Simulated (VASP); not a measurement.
## Zr3S2: single point with r2SCAN+U

Zr3S2:

```
Zr S
1.0
     2.90254    1.67578    3.48777
    -2.90254    1.67578    3.48777
     0.00000   -3.35156    3.48777
Zr S
3 2
Direct
  0.83873 0.50000 0.16127
  0.50000 0.16127 0.83873
  0.16127 0.83873 0.50000
  0.66502 0.66502 0.66502
  0.33498 0.33498 0.33498
```

```
Program             : VASP 6.6.1
Task                : single point
Functional          : r2SCAN
Potentials or basis : VASP PAW PBE potentials, release 64 (Zr_sv, S)
Cutoff              : 520 eV
k mesh              : 6 × 6 × 6
Occupations         : fermi-dirac, width 0.05 eV
Spin                : no spin polarisation
Hubbard terms       : Zr d U = 8.0 eV
```

The pressure is 13.8 GPa and the largest force is 0.235 eV/Å. The band gap on the k mesh is zero (bands 24 and 25 overlap by 0.23 eV).

Forces on the atoms (eV/Å):
```
Zr   0.038  0.066  0.000
Zr   0.038 -0.066  0.000
Zr  -0.076  0.000  0.000
S    0.000  0.000 -0.235
S    0.000  0.000  0.235
```

Stress tensor (GPa, compression positive):
```
12.91  0.00  0.00
 0.00 12.91  0.00
 0.00  0.00 15.66
```

Levels at points of the mesh, in eV from the Fermi level:
| k point | band 20 | band 21 | band 22 | band 23 | band 24 | band 25 | band 26 | band 27 | band 28 | band 29 |
| --- | --- | --- | --- | --- | --- | --- | --- | --- | --- | --- |
| (0.00, 0.00, 0.00) | -4.84 | -3.30 | -1.79 | -0.07 | -0.07 | 1.15 | 1.15 | 2.09 | 3.71 | 3.71 |
| (0.50, 0.00, 0.00) | -4.35 | -1.61 | -1.38 | -0.78 | -0.72 | -0.16 | 1.71 | 2.08 | 2.62 | 2.96 |
| (0.50, 0.50, 0.00) | -4.41 | -1.82 | -1.45 | -1.12 | -0.32 | 0.25 | 1.30 | 2.47 | 2.61 | 3.02 |
| (0.50, 0.50, 0.50) | -5.04 | -1.30 | -0.53 | -0.13 | -0.13 | 0.90 | 0.90 | 1.90 | 1.90 | 2.69 |

Eigenvalues of the final occupation matrices:
```tsv
site	spin	trace	eigenvalues
site 1 d	1	0.63	0.07 0.08 0.14 0.15 0.19
site 1 d	2	0.63	0.07 0.08 0.14 0.15 0.19
site 2 d	1	0.63	0.07 0.08 0.14 0.15 0.19
site 2 d	2	0.63	0.07 0.08 0.14 0.15 0.19
site 3 d	1	0.63	0.07 0.08 0.14 0.15 0.19
site 3 d	2	0.63	0.07 0.08 0.14 0.15 0.19
```

It took 3.2 min on 1 thread of Intel(R) Xeon(R) 6975P-C (Granite Rapids), with other jobs on the host, peak memory 0.25 GiB.

Caveat: the cell stands under pressure; the PAW data sets were made with another functional, which shifts forces and pressure a little; U without spin polarisation on a metal has little footing.
